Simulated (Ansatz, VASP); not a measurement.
**CdS in VASP and in Ansatz**

```
CELL_PARAMETERS angstrom
0.00000 2.87989 2.87989
2.87989 0.00000 2.87989
2.87989 2.87989 0.00000
ATOMIC_POSITIONS crystal
Cd 0.00000 0.00000 0.00000
S 0.25000 0.25000 0.25000
```

Alike in both runs: functional r2SCAN; k mesh 8 × 8 × 8; occupations fermi-dirac, width 0.02 eV; no spin polarisation.

Ansatz relaxed the structure, and its values are those at the end. VASP's run is a single point on that final structure, the one shown.

```csv
,VASP,Ansatz
version,VASP 6.6.1,Ansatz 0.2.0
potentials or method,"VASP PAW PBE potentials, release 64 (Cd, S), cutoff 520 eV",PAW plane waves
valence electrons in the cell,18,26
```

```tsv
	VASP	Ansatz	Ansatz less VASP
gap on the k mesh at the Fermi level (eV)	1.68	1.68	-0.003
pressure (GPa)	4.6	4.3	-0.36
```

VASP's potentials were made for PBE, not for r2SCAN. VASP's potentials hold 18 valence electrons a cell and Ansatz's 26, so a difference there can come from the potentials and not from the codes. Ansatz's warnings: stress scf threshold loose.
